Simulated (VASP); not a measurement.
# Au (P6_3/mmc) in VASP: a series of runs

Runs on Au. Level: PBE. Tasks: single point, relaxation of cell and atoms.

Program: VASP 6.6.1. These are calculated values, not measurements. Logs are shortened: lines on timing, memory, paths and dates and some standing lists are left out, and cuts for length are marked.

**1. The cell of the first run**

The structure is hexagonal, space group P6_3/mmc (No. 194). The conventional cell has a = 2.730 Å, b = 2.730 Å, c = 9.002 Å, α = 90.00°, β = 90.00°, γ = 120.00°. Au (site symmetry -3m) has 12 Au at 2.73 to 2.75 Å within 3.6 Å. Au (site symmetry -6m2) has 12 Au at 2.73 to 2.75 Å within 3.6 Å.

This isn't the form of Au at room conditions, which is fcc.

**2. Single point, PBE**

File INCAR:

```
SYSTEM = Au
ALGO = Normal ; EDIFF = 1E-7
ENCUT = 520 ; GGA = PE
ISIF = 2 ; ISMEAR = -1
LASPH = .True. ; LCHARG = .False.
LREAL = .False. ; LWAVE = .False.
NBANDS = 30 ; NELM = 80
PREC = Accurate ; SIGMA = 0.1
```

File KPOINTS:

```
k-points
0
Gamma
  13 13 4
  0 0 0
```

File POSCAR:

```
Au
1.0
    2.7303783111      0.0000000000      0.0000000000
   -1.3651891556      2.3645769793      0.0000000000
    0.0000000000      0.0000000000      9.0023970600
Au
4
Direct
    0.0000000000      0.0000000000      0.0000000000
    0.0000000000      0.0000000000      0.5000000000
    0.3333333333      0.6666666667      0.2500000000
    0.6666666667      0.3333333333      0.7500000000
```

Potentials or basis: VASP PAW PBE potentials, release 64 (Au).

The run is started by

```
> cat potpaw_PBE.64/Au/POTCAR > POTCAR
> mpirun -np 1 vasp_std > vasp.out
```

OUTCAR:

```text
SYSTEM = Au
   EDIFF = 1E-7
   ENCUT = 520
   GGA = PE
   ISIF = 2
   ISMEAR = -1
   LASPH = .True.
   LREAL = .False.
   NELM = 80
   PREC = Accurate

 ion  position               nearest neighbor table
   1  0.000  0.000  0.000-   3 2.75   4 2.75   3 2.75   4 2.75   4 2.75   3 2.75
   2  0.000  0.000  0.500-   3 2.75   4 2.75   3 2.75   4 2.75   4 2.75   3 2.75
   3  0.333  0.667  0.250-   1 2.75   2 2.75   1 2.75   2 2.75   1 2.75   2 2.75
   4  0.667  0.333  0.750-   1 2.75   2 2.75   1 2.75   2 2.75   1 2.75   2 2.75

  LATTYP: Found a hexagonal cell.
 ALAT       =     2.7303783111
 C/A-ratio  =     3.2971244400

  Lattice vectors:

 A1 = (   2.7303783111,   0.0000000000,   0.0000000000)
 A2 = (  -1.3651891556,   2.3645769793,   0.0000000000)
 A3 = (   0.0000000000,   0.0000000000,   9.0023970600)

Analysis of symmetry for initial positions (statically):
=====================================================================
 Subroutine PRICEL returns:
 Original cell was already a primitive cell.

 Routine SETGRP: Setting up the symmetry group for a
 hexagonal supercell.

 Subroutine GETGRP returns: Found 24 space group operations
 (whereof 12 operations were pure point group operations)
 out of a pool of 24 trial point group operations.

The static configuration has the point symmetry D_3d.
 The point group associated with its full space group is D_6h.

Analysis of symmetry for dynamics (positions and initial velocities):
=====================================================================
 Subroutine PRICEL returns:
 Original cell was already a primitive cell.

 Routine SETGRP: Setting up the symmetry group for a
 hexagonal supercell.

 Subroutine GETGRP returns: Found 24 space group operations
 (whereof 12 operations were pure point group operations)
 out of a pool of 24 trial point group operations.

The dynamic configuration has the point symmetry D_3d.
 The point group associated with its full space group is D_6h.

 Subroutine INISYM returns: Found 24 space group operations
 (whereof 12 operations are pure point group operations),
 and found     1 'primitive' translations

----------------------------------------------------------------------------------------

                                     Primitive cell

  volume of cell :      58.1212

  direct lattice vectors                    reciprocal lattice vectors
     2.730378311  0.000000000  0.000000000     0.366249613  0.211454313  0.000000000
    -1.365189156  2.364576979  0.000000000     0.000000000  0.422908625  0.000000000
     0.000000000  0.000000000  9.002397060     0.000000000  0.000000000  0.111081526

  length of vectors
     2.730378311  2.730378311  9.002397060     0.422908625  0.422908625  0.111081526

  position of ions in fractional coordinates (direct lattice)
     0.000000000  0.000000000  0.000000000
     0.000000000  0.000000000  0.500000000
     0.333333333  0.666666667  0.250000000
     0.666666667  0.333333333  0.750000000

  ion indices of the primitive-cell ions
   primitive index   ion index
                 1           1
                 2           2
                 3           3
                 4           4

----------------------------------------------------------------------------------------

 KPOINTS: k-points

Automatic generation of k-mesh.
 Grid dimensions read from file:
 generate k-points for:   13   13    4

 Generating k-lattice:

  Cartesian coordinates                     Fractional coordinates (reciprocal lattice)
     0.028173047  0.016265716  0.000000000     0.076923077  0.000000000  0.000000000
     0.000000000  0.032531433  0.000000000     0.000000000  0.076923077  0.000000000
     0.000000000  0.000000000  0.027770381     0.000000000  0.000000000  0.250000000

  Length of vectors
     0.032531433  0.032531433  0.027770381

  Shift w.r.t. Gamma in fractional coordinates (k-lattice)
     0.000000000  0.000000000  0.000000000

 Subroutine IBZKPT returns following result:
 ===========================================

 Found     63 irreducible k-points:

 Following reciprocal coordinates:
            Coordinates               Weight
  0.000000  0.000000  0.000000      1.000000
  0.076923  0.000000  0.000000      6.000000
  0.153846  0.000000  0.000000      6.000000
  0.230769  0.000000  0.000000      6.000000
  0.307692  0.000000  0.000000      6.000000
  0.384615  0.000000  0.000000      6.000000
[... 16 lines left out ...]
  0.076923  0.000000  0.250000     12.000000
  0.153846  0.000000  0.250000     12.000000
 [... further k-points ...]
   k-points           NKPTS =     63   k-points in BZ     NKDIM =     63   number of bands    NBANDS=     30
   number of dos      NEDOS =    301   number of ions     NIONS =      4
   total plane-waves  NPLWV =  28000
   dimension x,y,z NGX =    20 NGY =   20 NGZ =   70
   dimension x,y,z NGXF=    40 NGYF=   40 NGZF=  140
   ions per type =               4
   NGX,Y,Z   is equivalent  to a cutoff of  12.18, 12.18, 12.93 a.u.
   NGXF,Y,Z  is equivalent  to a cutoff of  24.36, 24.36, 25.85 a.u.
 SYSTEM =  Au
   PREC   = accura    normal or accurate (medium, high low for compatibility)
   ISTART =      0    job   : 0-new  1-cont  2-samecut
   ICHARG =      2    charge: 1-file 2-atom 10-const
   ISPIN  =      1    spin polarized calculation?
   LNONCOLLINEAR =      F non collinear calculations
   LSORBIT =      F    spin-orbit coupling
   LASPH  =      T    aspherical Exc in radial PAW
   ENCUT  =  520.0 eV  38.22 Ry    6.18 a.u.   5.08  5.08 16.74*2*pi/ulx,y,z
   NELM   =     80;   NELMIN=  2; NELMDL= -5     # of ELM steps
   EDIFF  = 0.1E-06   stopping-criterion for ELM
   LREAL  =      F    real-space projection
   EDIFFG = 0.1E-05   stopping-criterion for IOM
   NSW    =      0    number of steps for IOM
   IBRION =     -1    ionic relax: 0-MD 1-quasi-New 2-CG
   NFREE  =      0    steps in history (QN), initial steepest desc. (CG)
   ISIF   =      2    stress and relaxation
   ISYM   =      2    0-nonsym 1-usesym 2-fastsym
   POTIM  = 0.5000    time-step for ionic-motion
   TEBEG  =    0.0;   TEEND  =   0.0 temperature during run
   PSTRESS=    0.0 pullay stress
   NELECT =      44.0000    total number of electrons
   NUPDOWN=      -1.0000    fix difference up-down
   EMIN   =  10.00;   EMAX   =-10.00  energy-range for DOS
   EFERMI =   0.00;   METHOD = LEGACY
   ISMEAR =    -1;   SIGMA  =   0.10  broadening in eV -4-tet -1-fermi 0-gaus
   EFERMI_NEDOS =   21; number of points for ismear=-14 and -15
   IALGO  =     38    algorithm
   IMIX   =      4    mixing-type and parameters
     AMIX     =   0.40;   BMIX     =  1.00
     AMIX_MAG =   1.60;   BMIX_MAG =  1.00
  volume/ion in A,a.u.               =      14.53        98.06
  Fermi-wavevector in a.u.,A,eV,Ry     =   1.492042  2.819550 30.289125  2.226188
  Thomas-Fermi vector in A             =   2.604620
   LORBIT       =      0    0 simple, 1 ext, 2 COOP (PROOUT), +10 PAW based schemes
   GGA     = PE    functional components
   LHFCALC =     F    Hartree Fock is set to
   AEXX    =    0.0000 exact exchange contribution
   IVDW    =     0    specifies the selected vdW correction
   LEPSILON=     F    determine dielectric tensor
   LRPA    =     F    only Hartree local field effects (RPA)
 non-spin polarized calculation
  energy-cutoff  :      520.00
  volume of cell :       58.12
 maximum number of plane-waves:      1584
   NGX = 11   NGY = 11   NGZ = 33

 number of electron      43.9999996 magnetization

 Free energy of the ion-electron system (eV)
  ---------------------------------------------------
  ext. energy  EPLUGINS =         0.00000000
  ---------------------------------------------------
  free energy    TOTEN  =       -11.05164692 eV

  energy without entropy =      -11.02015442  energy(sigma->0) =      -11.03590067

 E-fermi :  12.4349     XC(G=0): -13.6927

 val. band max:       12.4309659245   @ k =   0.2308   0.0000   0.5000
 cond. band min:      12.4413108139   @ k =   0.3077   0.0769   0.2500
 fundamental gap:      0.0103448893
 Fermi energy:        12.4348958482

 k-point     1 :       0.0000    0.0000    0.0000
  band No.  band energies     occupation
      1       0.7090      2.00000
      2       2.6994      2.00000
      3       2.7107      2.00000
      4       3.4170      2.00000
      5       6.4738      2.00000
      6       6.4967      2.00000
[... 22 lines left out ...]
     29      26.9083      0.00000
     30      27.6881      0.00000

 k-point     2 :       0.0769    0.0000    0.0000
  band No.  band energies     occupation
      1       0.9236      2.00000
      2       2.9030      2.00000
      3       2.9144      2.00000
      4       3.5998      2.00000
      5       6.2147      2.00000
      6       6.3569      2.00000
[... 22 lines left out ...]
     29      27.1245      0.00000
     30      27.8678      0.00000

 k-point     3 :       0.1538    0.0000    0.0000
  band No.  band energies     occupation
      1       1.5359      2.00000
      2       3.4381      2.00000
      3       3.4499      2.00000
      4       4.0771      2.00000
      5       5.7814      2.00000
      6       6.0358      2.00000
[... 22 lines left out ...]
     29      27.2458      0.00000
     30      27.4618      0.00000

 k-point     4 :       0.2308    0.0000    0.0000
  band No.  band energies     occupation
      1       2.4256      2.00000
      2       3.9674      2.00000
      3       3.9802      2.00000
      4       4.5461      2.00000
      5       5.4713      2.00000
      6       5.6725      2.00000
[... 22 lines left out ...]
     29      26.3937      0.00000
     30      26.4223      0.00000

 k-point     5 :       0.3077    0.0000    0.0000
  band No.  band energies     occupation
      1       3.2687      2.00000
      2       4.0255      2.00000
      3       4.1095      2.00000
      4       4.5440      2.00000
      5       5.2882      2.00000
      6       5.2974      2.00000
[... 22 lines left out ...]
     29      25.4999      0.00000
     30      25.8610      0.00000
[... 526 lines left out ...]
     29      19.5575      0.00000
     30      21.7922      0.00000

 k-point    22 :       0.0000    0.0000    0.2500
  band No.  band energies     occupation
      1       0.8648      2.00000
      2       1.9829      2.00000
      3       3.2107      2.00000
      4       3.4225      2.00000
      5       6.3535      2.00000
      6       6.5838      2.00000
[... 22 lines left out ...]
     29      27.1843      0.00000
     30      27.4631      0.00000

 k-point    23 :       0.0769    0.0000    0.2500
  band No.  band energies     occupation
      1       1.0771      2.00000
      2       2.1846      2.00000
      3       3.4168      2.00000
      4       3.6089      2.00000
      5       6.2379      2.00000
      6       6.4815      2.00000
[... 22 lines left out ...]
     29      27.4068      0.00000
     30      27.6640      0.00000

 k-point    24 :       0.1538    0.0000    0.2500
  band No.  band energies     occupation
      1       1.6797      2.00000
      2       2.7301      2.00000
      3       3.9576      2.00000
      4       4.0982      2.00000
      5       5.9597      2.00000
      6       6.0237      2.00000
[... 22 lines left out ...]
     29      27.5132      0.00000
     30      27.7011      0.00000

 [... further k-points ...]

------------------------ aborting loop because EDIFF is reached ----------------------------------------

  FORCE on cell =-STRESS in cart. coord.  units (eV):
  Direction    XX          YY          ZZ          XY          YZ          ZX
  --------------------------------------------------------------------------------------
  -------------------------------------------------------------------------------------
  Total       19.7699998     19.7699998     19.7761551     -0.0000000      0.0000000      0.0000000
  in kB      544.9828064    544.9828064    545.1524848     -0.0000000      0.0000000      0.0000000
  external PRESSURE =     545.0393658 kB  Pullay stress =       0.0000000 kB

 VOLUME and BASIS-vectors are now :
 -----------------------------------------------------------------------------
  energy-cutoff  :      520.00
  volume of cell :       58.12
      direct lattice vectors                 reciprocal lattice vectors
     2.730378311  0.000000000  0.000000000     0.366249613  0.211454313  0.000000000
    -1.365189156  2.364576979  0.000000000     0.000000000  0.422908625  0.000000000
     0.000000000  0.000000000  9.002397060     0.000000000  0.000000000  0.111081526

 POSITION                                       TOTAL-FORCE (eV/Angst)
 -----------------------------------------------------------------------------------
      0.00000      0.00000      0.00000        -0.000000     -0.000000      0.000000
      0.00000      0.00000      4.50120         0.000000     -0.000000      0.000000
     -0.00000      1.57638      2.25060        -0.000000     -0.000000     -0.000000
      1.36519      0.78819      6.75180         0.000000      0.000000      0.000000
 -----------------------------------------------------------------------------------
    total drift:                                0.000000     -0.000000      0.000000

  FREE ENERGIE OF THE ION-ELECTRON SYSTEM (eV)
  ---------------------------------------------------
  free  energy   TOTEN  =       -11.0516469162 eV

  energy  without entropy=      -11.0201544176  energy(sigma->0) =      -11.03590067
```

Wall time 36 s (1 thread of Intel Xeon 6975P-C (Granite Rapids), shared host); peak memory 0.22 GiB.

What came out:

| Quantity | Value |
| --- | --- |
| Free energy | -11.0516 eV |
| Pressure | 54.5 GPa |
| Band gap on the k mesh | zero (bands 22 and 23 overlap by 5.79 eV) |

Levels at points of the mesh, in eV from the Fermi level:
```tsv
k point	band 19	band 20	band 21	band 22	band 23	band 24	band 25	band 26
(0.00, 0.00, 0.00)	-3.49	-3.04	-3.04	-2.27	-2.27	-1.87	3.82	11.77
(0.00, 0.00, 0.50)	-3.80	-3.80	-2.60	-2.60	-2.60	-2.60	7.05	7.05
```

Caveat: the cell stands under pressure; spin-orbit coupling is left out, which moves the levels of the heavy elements.

**3. Relaxation of cell and atoms, PBE, target pressure 55 GPa, at which the enthalpy is minimised**

This run uses another cell than the first one: it holds 2 atoms, not 4.

File INCAR:

```
ALGO = Normal ; EDIFF = 1E-7
EDIFFG = -0.005 ; ENCUT = 600
GGA = PE ; IBRION = 2
ISIF = 3 ; ISMEAR = -1
LASPH = True ; LCHARG = False
LREAL = False ; LWAVE = False
NELM = 80 ; NSW = 60
PREC = Accurate ; PSTRESS = 550.0
SIGMA = 0.1
```

File KPOINTS:

```
k-points
0
Gamma
  16 16 9
```

File POSCAR:

```
Au
1.0
    2.7468107668      0.0000000000      0.0000000000
   -1.3734053834      2.3788079034      0.0000000000
    0.0000000000      0.0000000000      4.4498334422
Au
2
Direct
    0.3333333333      0.6666666667      0.2500000000
    0.6666666667      0.3333333333      0.7500000000
```

Potentials or basis: VASP PAW PBE potentials, release 64 (Au).

The run is started by

```
> cat potpaw_PBE.64/Au/POTCAR > POTCAR
> mpirun -np 1 vasp_std > vasp.out
```

It took 77 s on 1 thread of Intel Xeon 6975P-C (Granite Rapids), shared host; peak memory 0.21 GiB.

The run converged. Its results:

* Free energy: -5.4960 eV
* Relaxed volume: 14.52 Å³/atom
* Relaxed cell: a = 2.724 Å, b = 2.724 Å, c = 4.519 Å, α = 90.00°, β = 90.00°, γ = 120.00°
* Space group after relaxing (to 0.1 Å): P6_3/mmc (No. 194)
* Energy change on relaxing (the run minimises the enthalpy): +1.7 meV/atom
* Ionic steps: 5
* Pressure after relaxing: 55.0 GPa
* Band gap on the k mesh: zero (bands 11 and 12 overlap by 6.74 eV)

The path:
| step | energy change (eV) | largest force (eV/Å) | pressure (GPa) | volume (Å³) |
| --- | --- | --- | --- | --- |
| 1 | 0.0000 | 0.0000 | 54.69 | 29.08 |
| 2 | 0.0343 | 0.0000 | 56.28 | 28.95 |
| 3 | 0.0282 | 0.0000 | 56.01 | 28.97 |
| 4 | -0.0920 | 0.0000 | 50.97 | 29.33 |
| 5 | 0.0035 | 0.0000 | 54.99 | 29.04 |

Final structure:
```xyz
2
Lattice="2.7242 0.0000 0.0000 -1.3621 2.3592 0.0000 0.0000 0.0000 4.5185" Properties=species:S:1:pos:R:3 pbc="T T T"
Au    0.0000    1.5728    1.1296
Au    1.3621    0.7864    3.3889
```

Levels at points of the mesh, in eV from the Fermi level:
```csv
k point,band 7,band 8,band 9,band 10,band 11,band 12,band 13,band 14,band 15
"(0.00, 0.00, 0.00)",-5.15,-4.34,-4.34,-2.45,-2.45,-1.92,3.71,14.21,15.80
"(0.50, 0.00, 0.00)",-4.69,-2.07,-2.07,-1.80,0.37,1.92,6.30,7.98,8.69
```

Caveat: the cell is relaxed towards a set pressure, so the run minimises the enthalpy, not the energy; spin-orbit coupling is left out, which moves the levels of the heavy elements.

**4. Relaxation of cell and atoms, PBE, target pressure 55 GPa, at which the enthalpy is minimised**

This run uses another cell than the first one: it holds 2 atoms, not 4.

File INCAR:

```
  ALGO = Normal
  EDIFF = 1E-7
  EDIFFG = -0.005
  ENCUT = 600
  GGA = PE
  IBRION = 2
  ISIF = 3
  ISMEAR = -1
  LASPH = True
  LCHARG = False
  LREAL = False
  LWAVE = False
  NELM = 100
  NSW = 32
  PREC = Accurate
  PSTRESS = 550.0
  SIGMA = 0.1
```

KPOINTS is that of step 3.

File POSCAR:

```
Au
1.0
    2.7248034852      0.0000000000      0.0000000000
   -1.3624017426      2.3597490385      0.0000000000
    0.0000000000      0.0000000000      4.5204023536
Au
2
Direct
    0.3333333333      0.6666666667      0.2500000000
    0.6666666667      0.3333333333      0.7500000000
```

The run is started by

```
> cat potpaw_PBE.64/Au/POTCAR > POTCAR
> mpirun -np 1 vasp_std > vasp.out
```

It took 52 s on 1 thread of Intel Xeon 6975P-C (Granite Rapids), shared host; peak memory 0.21 GiB.

It converged, with:

```yaml
Free_energy: -5.4957 eV
Relaxed_volume: 14.52 Å³/atom
Relaxed_cell: a = 2.724 Å, b = 2.724 Å, c = 4.519 Å, α = 90.00°, β = 90.00°, γ = 120.00°
Space_group_after_relaxing_to_0.1_Å: P6_3/mmc (No. 194)
Energy_change_on_relaxing_the_run_minimises_the_enthalpy: +4.5 meV/atom
Ionic_steps: 4
Pressure_after_relaxing: 55.0 GPa
Band_gap_on_the_k_mesh: zero (bands 11 and 12 overlap by 6.74 eV)
```

Step by step:
```tsv
step	energy change (eV)	largest force (eV/Å)	pressure (GPa)	volume (Å³)
1	0.0000	0.0000	54.63	29.07
2	0.0485	0.0000	56.64	28.93
3	0.0080	0.0000	54.96	29.04
4	0.0090	0.0000	55.00	29.04
```

Final structure:
```
CELL_PARAMETERS angstrom
2.72401 0.00000 0.00000
-1.36200 2.35906 0.00000
0.00000 0.00000 4.51896
ATOMIC_POSITIONS crystal
Au 0.33333 0.66667 0.25000
Au 0.66667 0.33333 0.75000
```

Levels at points of the mesh, in eV from the Fermi level:
| k point | band 7 | band 8 | band 9 | band 10 | band 11 | band 12 | band 13 | band 14 | band 15 |
| --- | --- | --- | --- | --- | --- | --- | --- | --- | --- |
| (0.00, 0.00, 0.00) | -5.15 | -4.34 | -4.34 | -2.45 | -2.45 | -1.92 | 3.71 | 14.21 | 15.79 |
| (0.50, 0.00, 0.00) | -4.69 | -2.07 | -2.07 | -1.80 | 0.37 | 1.92 | 6.30 | 7.98 | 8.69 |

Caveat: the cell is relaxed towards a set pressure, so the run minimises the enthalpy, not the energy; spin-orbit coupling is left out, which moves the levels of the heavy elements.

**5. The runs side by side**

```csv
task,cell,k mesh,cutoff (eV),gap on the mesh (eV),pressure (GPa)
single point,"a = 2.730, b = 2.730, c = 9.002 Å, angles 90.0, 90.0, 120.0°, 4 atoms, atomic positions A",13 × 13 × 4,520,none,54.5
relaxation of cell and atoms,"relaxed to 55 GPa from a = 2.747, b = 2.747, c = 4.450 Å, angles 90.0, 90.0, 120.0°, 2 atoms, atomic positions B",16 × 16 × 9,600,none,55.0
relaxation of cell and atoms,"relaxed to 55 GPa from a = 2.725, b = 2.725, c = 4.520 Å, angles 90.0, 90.0, 120.0°, 2 atoms, atomic positions B",16 × 16 × 9,600,none,55.0
```

Alike in all rows: level PBE; potentials or basis VASP PAW PBE potentials, release 64 (Au); no spin polarisation; smearing fermi-dirac 0.1 eV.

Caveats: spin-orbit coupling is left out, which moves the levels of the heavy elements; the cell is relaxed towards a set pressure, so the run minimises the enthalpy, not the energy (at least some runs); the cell stands under pressure (at least some runs).

Total energies depend on the potentials used, so only differences within one code and one set of settings carry meaning.
